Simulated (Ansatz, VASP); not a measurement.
# One calculation of CoSn2, two programs

```
Co Sn
1.0
    -3.13955    3.13955    2.69905
     3.13955   -3.13955    2.69905
     3.13955    3.13955   -2.69905
Co Sn
2 4
Direct
  0.25000 0.25000 0.00000
  0.75000 0.75000 0.00000
  0.66629 0.16629 0.83258
  0.16629 0.33371 0.50000
  0.33371 0.83371 0.16742
  0.83371 0.66629 0.50000
```

Alike in both runs: functional PBEsol; k mesh 8 × 8 × 8; occupations gaussian, width 0.1 eV; no spin polarisation.

Ansatz relaxed the structure, and its values are those at the end. VASP's run is a single point on that final structure, the one shown.

|  | VASP | Ansatz |
| --- | --- | --- |
| version | VASP 6.6.1 | Ansatz 0.2.0 |
| potentials or method | VASP PAW PBE potentials, release 64 (Co, Sn_d), cutoff 600 eV | scalar-relativistic, plane waves, PAW |
| valence electrons in the cell | 74 | 90 |

Ansatz gave:

| Property | Result |
| --- | --- |
| gap on the k mesh at the Fermi level (eV) | none |
| pressure (GPa) | 0.0 |
| rms of the force components (eV/Å) | 0.002 |

Estimate VASP's values.

gap on the k mesh at the Fermi level (eV): none; pressure (GPa): 0.1; rms of the force components (eV/Å): 0.004.

VASP's potentials were made for PBE, not for PBEsol. A gap of «none» marks a metal or a gap that the smearing closes. VASP's potentials hold 74 valence electrons a cell and Ansatz's 90, so a difference there can come from the potentials and not from the codes.
